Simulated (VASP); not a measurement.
Input of a VASP 6.6.1 run:

Contents of POSCAR:

```
Ru
1.0
    2.7059477279      0.0000000000      0.0000000000
   -1.3529738639      2.3434194737      0.0000000000
    0.0000000000      0.0000000000      4.2579056513
Ru
2
Direct
    0.3333333333      0.6666666667      0.2500000000
    0.6666666667      0.3333333333      0.7500000000
```

The input INCAR.step1:

```
SYSTEM = Ru
PREC = Accurate ; ENCUT = 520
ISMEAR = -1 ; SIGMA = 0.1
LREAL = .False. ; LASPH = .True.
NELM = 100 ; NBANDS = 21
GGA = PE ; ALGO = Normal
EDIFF = 1E-4 ; LWAVE = .True.
LCHARG = .False.
```

Contents of INCAR.step2:

```
SYSTEM = Ru
PREC = Accurate ; ENCUT = 520
EDIFF = 1E-6 ; ISMEAR = -1
SIGMA = 0.1 ; LREAL = .False.
LASPH = .True. ; NELM = 100
ALGO = Normal ; ISIF = 2
LWAVE = .False. ; LCHARG = .False.
METAGGA = R2SCAN ; LMIXTAU = .True.
NBANDS = 21 ; ISTART = 1
```

File KPOINTS:

```
Automatic mesh
0
Gamma
  8 8 5
  0 0 0
```

Potentials or basis: VASP PAW PBE potentials, release 64 (Ru_pv).

Run with:

```console
$ cat potpaw_PBE.64/Ru_pv/POTCAR > POTCAR
$ cp INCAR.step1 INCAR
$ mpirun -np 1 vasp_std > vasp.out
$ cp INCAR.step2 INCAR
$ mpirun -np 1 vasp_std > vasp.out
```

(1) What does it give for the band gap on the k mesh?

(2) Predict the pressure.

Answers

(1) zero (band 14 reaches 14.39 eV, above the bottom of band 15 at 11.27 eV).

(2) 1.1 GPa.

Caveat: the PAW data sets were made with another functional, which shifts forces and pressure a little.
